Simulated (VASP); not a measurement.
Input of a VASP 6.6.1 run:

Contents of INCAR:

```
SYSTEM = ZrH5
  PREC = Accurate
  ENCUT = 500
  EDIFF = 1E-6
  ISMEAR = 0
  SIGMA = 0.2
  LREAL = .False.
  LASPH = .True.
  NELM = 120
  ALGO = Normal
  ISIF = 2
  LWAVE = .False.
  LCHARG = .False.
  GGA = PE
  NBANDS = 18
  GGA_COMPAT = .False.
```

File KPOINTS:

```
Automatic mesh
0
Gamma
  4 4 5
  0 0 0
```

The input POSCAR:

```
ZrH5
1.0
    4.0850424168     -0.0000000027      0.0000000000
   -2.0425212060      3.5377505099      0.0000000000
    0.0000000000      0.0000000000      3.8374465444
Zr H
1 5
Direct
    0.3333333333      0.6666666667      0.3687718778
    0.6666666667      0.3333333333      0.3364310290
    0.8333649131      0.1666350869      0.3298254041
    0.8333649131      0.6667298261      0.3298254041
    0.3332701739      0.1666350869      0.3298254041
    0.3333333333      0.6666666667     -0.1306338791
```

Potentials or basis: VASP PAW PBE potentials, release 64 (Zr_sv, H).

The run is started by

```sh
$ cat potpaw_PBE.64/Zr_sv/POTCAR potpaw_PBE.64/H/POTCAR > POTCAR
$ mpirun -np 1 vasp_std > vasp.out
```

(1) Predict the pressure.

(2) Estimate the largest force.

## Answers

(1) 0.1 GPa.

(2) 0.011 eV/Å.

Caveat: the k points lie up to 0.44 Å⁻¹ apart.
